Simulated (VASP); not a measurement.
Here is a VASP 6.6.1 calculation.

The input POSCAR:

```
Hf2S
1.0
    3.3742737662      0.0000000000      0.0000000000
   -1.6871368831      2.9222068008      0.0000000000
    0.0000000000      0.0000000000     11.7174070300
Hf S
4 2
Direct
    0.6666666667      0.3333333333      0.8998116400
    0.3333333333      0.6666666667      0.3998116400
    0.6666666667      0.3333333333      0.6001883600
    0.3333333333      0.6666666667      0.1001883600
    0.0000000000      0.0000000000      0.7500000000
    0.0000000000      0.0000000000      0.2500000000
```

File INCAR.step1:

```
SYSTEM = Hf2S
PREC = Accurate
ENCUT = 520
ISMEAR = 1
SIGMA = 0.02
LREAL = .FALSE.
LASPH = .TRUE.
NELM = 100
NBANDS = 35
GGA = PE
ALGO = Normal
EDIFF = 1E-4
LWAVE = .TRUE.
LCHARG = .FALSE.
```

The input INCAR.step2:

```
SYSTEM = Hf2S
PREC = Accurate
ENCUT = 520
EDIFF = 1E-6
ISMEAR = 1
SIGMA = 0.02
LREAL = .FALSE.
LASPH = .TRUE.
NELM = 100
ALGO = Normal
ISIF = 2
LWAVE = .FALSE.
LCHARG = .TRUE.
METAGGA = R2SCAN
LMIXTAU = .TRUE.
LELF = .TRUE.
LVHAR = .TRUE.
NBANDS = 35
ISTART = 1
```

File KPOINTS:

```
Automatic mesh
0
G
  12 12 4
  0 0 0
```

Potentials or basis: VASP PAW PBE potentials, release 64 (Hf_pv, S).

Command:

```bash
$ cat potpaw_PBE.64/Hf_pv/POTCAR potpaw_PBE.64/S/POTCAR > POTCAR
$ cp INCAR.step1 INCAR
$ mpirun -np 1 vasp_std > vasp.out
$ cp INCAR.step2 INCAR
$ mpirun -np 1 vasp_std > vasp.out
```

Q: What does it give for the band gap on the k mesh?

A: Zero (bands 26 and 27 overlap by 0.89 eV).

Q: What does it give for the largest force?

A: 0.062 eV/Å.

Q: What does it give for the pressure?

A: 0.0 GPa.

Stress tensor (GPa, compression positive):
```
 0.07  0.00  0.00
 0.00  0.07  0.00
 0.00  0.00 -0.17
```

Caveat: the PAW data sets were made with another functional, which shifts forces and pressure a little; spin-orbit coupling is left out, which moves the levels of the heavy elements.
